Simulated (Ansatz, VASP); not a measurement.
## Two plane-wave programs on FeSi

Contents of POSCAR:

```
FeSi
1.0
    4.3131684735      0.0000000000      0.0000000000
    0.0000000000      4.3131684735      0.0000000000
    0.0000000000      0.0000000000      4.3131684735
Fe Si
4 4
Direct
    0.8633399907      0.6366600093      0.3633399907
    0.6366600093      0.3633399907      0.8633399907
    0.3633399907      0.8633399907      0.6366600093
    0.1366600093      0.1366600093      0.1366600093
    0.1588681656      0.3411318344      0.6588681656
    0.3411318344      0.6588681656      0.1588681656
    0.6588681656      0.1588681656      0.3411318344
    0.8411318344      0.8411318344      0.8411318344
```

INCAR.step1

```
SYSTEM = FeSi
ALGO     = Normal         ! electronic algorithm
EDIFF    = 1E-5           ! SCF threshold, eV
ENCUT    = 660            ! plane-wave cutoff, eV
GGA      = PE             ! functional
GGA_COMPAT= .FALSE.      
ISMEAR   = 0              ! smearing method
LASPH    = .TRUE.         ! aspherical terms in the spheres
LCHARG   = .FALSE.        ! write CHGCAR
LREAL    = .FALSE.        ! projectors in reciprocal space
LWAVE    = .TRUE.         ! write WAVECAR
NBANDS   = 34             ! bands
NELM     = 120            ! most SCF steps
PREC     = Accurate       ! precision mode
SIGMA    = 0.01           ! smearing width, eV
```

File INCAR.step2:

```
SYSTEM = FeSi
ALGO     = Normal         ! electronic algorithm
EDIFF    = 1E-6           ! SCF threshold, eV
ENCUT    = 660            ! plane-wave cutoff, eV
GGA_COMPAT= .FALSE.      
ISIF     = 2              ! what is computed and relaxed
ISMEAR   = 0              ! smearing method
ISTART   = 1            
LASPH    = .TRUE.         ! aspherical terms in the spheres
LCHARG   = .TRUE.         ! write CHGCAR
LELF     = .TRUE.         ! ELF
LMIXTAU  = .TRUE.       
LREAL    = .FALSE.        ! projectors in reciprocal space
LVHAR    = .TRUE.       
LWAVE    = .FALSE.        ! write WAVECAR
METAGGA  = R2SCAN         ! meta-GGA
NBANDS   = 34             ! bands
NELM     = 120            ! most SCF steps
PREC     = Accurate       ! precision mode
SIGMA    = 0.01           ! smearing width, eV
```

Contents of KPOINTS:

```
k-points
0
G
  6 6 6
  0 0 0
```

Input for Ansatz:

```yaml
crystal:
  lattice:
    - [4.3131684735, 0.0, 0.0]
    - [0.0, 4.3131684735, 0.0]
    - [0.0, 0.0, 4.3131684735]
  atoms:
    - { symbol: Fe, position: [0.8633399907, 0.6366600093, 0.3633399907] }
    - { symbol: Fe, position: [0.6366600093, 0.3633399907, 0.8633399907] }
    - { symbol: Fe, position: [0.3633399907, 0.8633399907, 0.6366600093] }
    - { symbol: Fe, position: [0.1366600093, 0.1366600093, 0.1366600093] }
    - { symbol: Si, position: [0.1588681656, 0.3411318344, 0.6588681656] }
    - { symbol: Si, position: [0.3411318344, 0.6588681656, 0.1588681656] }
    - { symbol: Si, position: [0.6588681656, 0.1588681656, 0.3411318344] }
    - { symbol: Si, position: [0.8411318344, 0.8411318344, 0.8411318344] }
kpoints:
  mp_grid: { grid: [6, 6, 6] }
hamiltonian:
  xc: r2scan
scf:
  occupations: { method: fixed }
  n_extra_bands: 6
output:
  forces: true
  stress: true
  eigenvalues: true
```

Alike in both runs: task single point; functional r2SCAN; k mesh 6 × 6 × 6; no spin polarisation.

|  | VASP | Ansatz |
| --- | --- | --- |
| version | VASP 6.6.1 | Ansatz 0.2.0 |
| potentials or method | VASP PAW PBE potentials, release 64 (Fe, Si) | plane waves, PAW |
| plane-wave cutoff (eV) | 660 | 500 |
| occupations | gaussian, width 0.01 eV | fixed |
| valence electrons in the cell | 48 | 80 |

Ansatz gave:

```
gap on the k mesh at the Fermi level (eV) : 0.35
pressure (GPa)                            : 18.1
rms of the force components (eV/Å)        : 0.127
```

**Question.** What did VASP give for the same quantities?

**Answer.** gap on the k mesh at the Fermi level (eV): 0.34; pressure (GPa): 18.8; rms of the force components (eV/Å): 0.146.

VASP's potentials were made for PBE, not for r2SCAN. Atom by atom the forces differ by 0.020 eV/Å (rms over components). VASP's potentials hold 48 valence electrons a cell and Ansatz's 80, so a difference there can come from the potentials and not from the codes.
